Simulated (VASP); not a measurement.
Here is a VASP 6.6.1 calculation.

Contents of POSCAR:

```
Sc
1.0
    0.0000000000      2.2705000000      2.2705000000
    2.3726725000      0.0000000000      2.2705000000
    2.3726725000      2.2705000000      0.0000000000
Sc
1
Direct
    0.0000000000      0.0000000000      0.0000000000
```

INCAR.step1

```
PREC = Accurate
ENCUT = 520
ISMEAR = 0
SIGMA = 0.15
LREAL = F
LASPH = T
NELM = 80
NBANDS = 12
GGA = PE
ALGO = Normal
EDIFF = 1E-4
LWAVE = T
LCHARG = F
```

Contents of INCAR.step2:

```
PREC = Accurate
ENCUT = 520
EDIFF = 1E-6
ISMEAR = 0
SIGMA = 0.15
LREAL = F
LASPH = T
NELM = 80
ALGO = Normal
ISIF = 2
LWAVE = F
LCHARG = F
METAGGA = R2SCAN
LMIXTAU = T
NBANDS = 12
ISTART = 1
```

Contents of KPOINTS:

```
regular mesh
0
Gamma
  18 18 18
```

Potentials or basis: VASP PAW PBE potentials, release 64 (Sc_sv).

Run with:

```sh
$ cat potpaw_PBE.64/Sc_sv/POTCAR > POTCAR
$ cp INCAR.step1 INCAR
$ mpirun -np 1 vasp_std > vasp.out
$ cp INCAR.step2 INCAR
$ mpirun -np 1 vasp_std > vasp.out
```

(1) What does it give for the pressure?

(2) What does it give for the band gap on the k mesh?

Answers

(1) 1.6 GPa.

(2) zero (an odd number of electrons rules out a gap without spin polarisation).

Caveat: the cell differs from its parent crystal (strain +0.0450 x Voigt [1, 0, 0, 0, 0, 0]); the PAW data sets were made with another functional, which shifts forces and pressure a little.
